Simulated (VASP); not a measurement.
Crystal: Bi.

```
CELL_PARAMETERS angstrom
-1.98143 1.98143 1.98143
1.98143 -1.98143 1.98143
1.98143 1.98143 -1.98143
ATOMIC_POSITIONS crystal
Bi 0.00000 0.00000 0.00000
```

This isn't the form of Bi at room conditions, which is rhombohedral.

Base run:

| Property | Result |
| --- | --- |
| Program | VASP 6.6.1 |
| Functional | PBEsol |
| Potentials or basis | VASP PAW PBE potentials, release 64 (Bi_d) |
| Cutoff | 520 eV |
| k mesh | 7 × 7 × 7 |
| Occupations | fermi-dirac, width 0.05 eV |
| Spin | no spin polarisation |

Its results: band gap on the k mesh zero (an odd number of electrons rules out a gap without spin polarisation); pressure -1.0 GPa.

Question: The run is repeated on the same cell with these changes: functional from PBEsol to b88 exchange, pbe correlation; cutoff from 520 eV to 500 eV; k mesh from 7 × 7 × 7 to 9 × 9 × 9. What comes out?

Answer: Band gap on the k mesh zero (an odd number of electrons rules out a gap without spin polarisation); pressure 0.7 GPa.

Several settings changed at once.

Caveats: the PAW data sets were made with another functional, which shifts forces and pressure a little; spin-orbit coupling is left out, which moves the levels of the heavy elements.
